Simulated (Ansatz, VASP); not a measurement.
## One calculation of PbI2, two programs

The input INCAR:

```
ALGO = Normal ; EDIFF = 1E-7
EDIFFG = -0.005 ; ENCUT = 500
GGA = PE ; GGA_COMPAT = F
IBRION = 2 ; ISIF = 3
ISMEAR = -1 ; LASPH = T
LCHARG = F ; LREAL = F
LWAVE = F ; NELM = 120
NELMIN = 4 ; NSW = 100
PREC = Accurate ; SIGMA = 0.03
```

The input KPOINTS:

```
k-points
0
Gamma
  11 11 6
```

File POSCAR:

```
PbI2
1.0
    4.1649823397      0.0000000000      0.0000000000
   -2.0824911699      3.6069805125      0.0000000000
    0.0000000000      0.0000000000      6.6639717436
Pb I
1 2
Direct
    0.0000000000      0.0000000000      0.0000000000
    0.3333333333      0.6666666667      0.2500000000
    0.6666666667      0.3333333333      0.7500000000
```

Input for Ansatz:

```yaml
crystal:
  lattice:
    - [4.1649823397, 0.0, 0.0]
    - [-2.0824911699, 3.6069805125, 0.0]
    - [0.0, 0.0, 6.6639717436]
  atoms:
    - { symbol: Pb, position: [0.0, 0.0, 0.0] }
    - { symbol: I, position: [0.3333333333, 0.6666666667, 0.25] }
    - { symbol: I, position: [0.6666666667, 0.3333333333, 0.75] }
kpoints:
  mp_grid: { grid: [11, 11, 6] }
scf:
  occupations: { method: fermi_dirac, width: 0.03 }
hamiltonian:
  xc: pbe
  pseudopotentials: { kind: paw }
output:
  forces: true
  stress: true
relax:
  f_tol: 0.005
  max_steps: 80
  cell: {}
```

Alike in both runs: task relaxation of cell and atoms; functional PBE; k mesh 11 × 11 × 6; occupations fermi-dirac, width 0.03 eV; no spin polarisation.

|  | VASP | Ansatz |
| --- | --- | --- |
| version | VASP 6.6.1 | Ansatz 0.2.0 |
| potentials or method | VASP PAW PBE potentials, release 64 (Pb_d, I) | PAW with Ansatz's default frozen-core files, scalar-relativistic |
| plane-wave cutoff (eV) | 500 | 420 |
| valence electrons in the cell | 28 | 48 |

Ansatz gave:

```
relaxed volume (Å³/atom)                                        : 49.57
relaxed length of the cell vector where the two differ most in proportion (Å) : 7.850
```

Question: Estimate VASP's values.

Answer: Relaxed volume (Å³/atom): 48.45; relaxed length of the cell vector where the two differ most in proportion (Å): 7.693.

VASP's potentials hold 28 valence electrons a cell and Ansatz's 48, so a difference there can come from the potentials and not from the codes.

Neither program's run includes spin-orbit coupling. Noted on VASP's run: the volume moved by over 15 % at a fixed basis, so the end points are rough.
